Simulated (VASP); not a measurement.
Set up this calculation in VASP 6.6.1, as the native input.

| Quantity | Value |
| --- | --- |
| Task | single point |
| Functional | BLYP |
| Potentials or basis | VASP PAW PBE potentials, release 64 (Cu) |
| Cutoff | 520 eV |
| k mesh | 10 × 10 × 14 |
| Occupations | fermi-dirac, width 0.1 eV |
| Spin | no spin polarisation |
| Dipole correction | no |
| Further INCAR settings | ALGO = Normal; EDIFF = 1e-06; NBANDS = 24 |

The structure of Cu lies in POSCAR:

```
Cu
1.0
    4.0956019945      0.0000000000      0.0000000000
   -2.0478009972      3.5468953710      0.0000000000
    0.0000000000      0.0000000000      2.4589703224
Cu
3
Direct
    1.0000000000      1.0000000000      0.0000000000
    0.3333333333      0.6666666667      0.5000000000
    0.6666666667      0.3333333333      0.5000000000
```

This isn't the form of Cu at room conditions, which is fcc.

These files were run (other wordings do the same):

INCAR

```
PREC     = Accurate       # precision mode
ENCUT    = 520            # plane-wave cutoff, eV
EDIFF    = 1E-6           # SCF threshold, eV
ISMEAR   = -1             # smearing method
SIGMA    = 0.1            # smearing width, eV
LREAL    = False          # projectors in reciprocal space
LASPH    = True           # aspherical terms in the spheres
NELM     = 80             # most SCF steps
ALGO     = Normal         # electronic algorithm
ISIF     = 2              # what is computed and relaxed
LWAVE    = False          # write WAVECAR
LCHARG   = False          # write CHGCAR
GGA      = B5             # functional
ALDAX    = 1.0          
AGGAX    = 1.0          
AGGAC    = 1.0          
ALDAC    = 0.0          
NBANDS   = 24             # bands
```

KPOINTS

```
Automatic mesh
0
Gamma
  10 10 14
```

Potentials or basis: VASP PAW PBE potentials, release 64 (Cu).

Run with:

```bash
$ cat potpaw_PBE.64/Cu/POTCAR > POTCAR
$ mpirun -np 1 vasp_std > vasp.out
```

Results of the run:

| Item | Value |
| --- | --- |
| Pressure | 12.0 GPa |
| Band gap on the k mesh | zero (an odd number of electrons rules out a gap without spin polarisation) |

Caveat: the cell stands under pressure; the PAW data sets were made with another functional, which shifts forces and pressure a little.

Run time: 2.7 min on 1 thread of AMD EPYC 7R13, with other jobs on the host, peak memory 0.17 GiB.
